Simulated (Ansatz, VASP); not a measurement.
## Te5Pd in VASP and in Ansatz

```
Te Pd
1.0
     0.00000    4.42745    4.42745
     4.42745    0.00000    4.42745
     4.42745    4.42745    0.00000
Te Pd
5 1
Direct
  0.37501 0.37501 0.87496
  0.37501 0.87496 0.37501
  0.87496 0.37501 0.37501
  0.37501 0.37501 0.37501
  0.75000 0.75000 0.75000
  0.00000 0.00000 0.00000
```

Change from the starting cell: species swapped into the Be5Au type (F-43m, No. 216).

Alike in both runs: functional PBE; k mesh 8 × 8 × 8; occupations gaussian, width 0.1 eV; no spin polarisation.

Ansatz relaxed the structure, and its values are those at the end. VASP's run is a single point on that final structure, the one shown.

|  | VASP | Ansatz |
| --- | --- | --- |
| version | VASP 6.6.1 | Ansatz 0.2.0 |
| potentials or method | VASP PAW PBE potentials, release 64 (Te, Pd), cutoff 520 eV | scalar-relativistic, plane waves, PAW |
| valence electrons in the cell | 40 | 98 |

VASP gave:

```
gap on the k mesh at the Fermi level (eV) : none
pressure (GPa)                            : -0.1
```

Which values does Ansatz return?

gap on the k mesh at the Fermi level (eV): none; pressure (GPa): 0.0.

A gap of «none» marks a metal or a gap that the smearing closes. VASP's potentials hold 40 valence electrons a cell and Ansatz's 98, so a difference there can come from the potentials and not from the codes.

Spin-orbit coupling is off throughout.
